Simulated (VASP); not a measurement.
Wanted: the native input for a VASP 6.6.1 run.

```yaml
Task: single point
Functional: PBE
Potentials_or_basis: VASP PAW PBE potentials, release 64 (Sr_sv, Re_sv_GW)
Cutoff: 560 eV
k_mesh: 6 × 6 × 4
Occupations: gaussian, width 0.1 eV
Spin: no spin polarisation
Dipole_correction: no
Further_INCAR_settings: ALGO = Normal; EDIFF = 1e-06; NBANDS = 20
```

The structure of SrRe lies in POSCAR:

```
SrRe
1.0
    2.9840576611     -0.0000000022      0.0000000000
   -1.4920288286      2.5842697420      0.0000000000
    0.0000000000      0.0000000000      5.4929901691
Sr Re
1 1
Direct
    0.3333333333      0.6666666667      0.5000000000
    0.0000000000      0.0000000000      0.0000000000
```

The cell was generated, and may not be a known phase.

The input as run:

INCAR

```
SYSTEM = SrRe
ALGO = Normal
EDIFF = 1E-6
ENCUT = 560
GGA = PE
GGA_COMPAT = .False.
ISIF = 2
ISMEAR = 0
LASPH = .True.
LCHARG = .False.
LREAL = .False.
LWAVE = .False.
NBANDS = 20
NELM = 120
PREC = Accurate
SIGMA = 0.1
```

KPOINTS

```
k-points
0
Gamma
  6 6 4
  0 0 0
```

Potentials or basis: VASP PAW PBE potentials, release 64 (Sr_sv, Re_sv_GW).

Command:

```sh
$ cat potpaw_PBE.64/Sr_sv/POTCAR potpaw_PBE.64/Re_sv_GW/POTCAR > POTCAR
$ mpirun -np 1 vasp_std > vasp.out
```

Results of the run:

| Property | Result |
| --- | --- |
| Pressure | -0.1 GPa |
| Band gap on the k mesh | zero (an odd number of electrons rules out a gap without spin polarisation) |

Caveat: the k points lie up to 0.41 Å⁻¹ apart, too coarse for converged energies and pressures of a metal; spin-orbit coupling is left out, which moves the levels of the heavy elements.

It took 18 s on 1 thread of AMD EPYC 9R45 96-Core Processor (Zen 5), on a shared host, peak memory 0.15 GiB.
